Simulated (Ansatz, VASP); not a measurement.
**BN: VASP beside Ansatz**

```
CELL_PARAMETERS angstrom
2.50435 0.00000 0.00000
-1.25217 2.16883 0.00000
0.00000 0.00000 25.52864
ATOMIC_POSITIONS crystal
B 0.66667 0.33333 0.29359
B 0.33333 0.66667 0.43128
B 0.66667 0.33333 0.56872
B 0.33333 0.66667 0.70641
N 0.33333 0.66667 0.29349
N 0.66667 0.33333 0.43128
N 0.33333 0.66667 0.56872
N 0.66667 0.33333 0.70651
```

Alike in both runs: functional PBEsol; k mesh 12 × 12 × 1; occupations gaussian, width 0.05 eV; no spin polarisation.

Ansatz relaxed the structure, and its values are those at the end. VASP's run is a single point on that final structure, the one shown.

|  | VASP | Ansatz |
| --- | --- | --- |
| version | VASP 6.6.1 | Ansatz 0.2.0 |
| potentials or method | VASP PAW PBE potentials, release 64 (B, N), cutoff 520 eV | scalar-relativistic, plane waves, PAW |
| valence electrons in the cell | 32 | 32 |

```csv
,VASP,Ansatz,Ansatz less VASP
gap on the k mesh at the Fermi level (eV),4.31,4.32,+0.010
least direct gap on the mesh (eV),4.62,4.62,+0.007
rms of the force components (eV/Å),0.005,0.005,0.0000
```

VASP's potentials were made for PBE, not for PBEsol. Ansatz's warnings: xc potential rough in thin density.
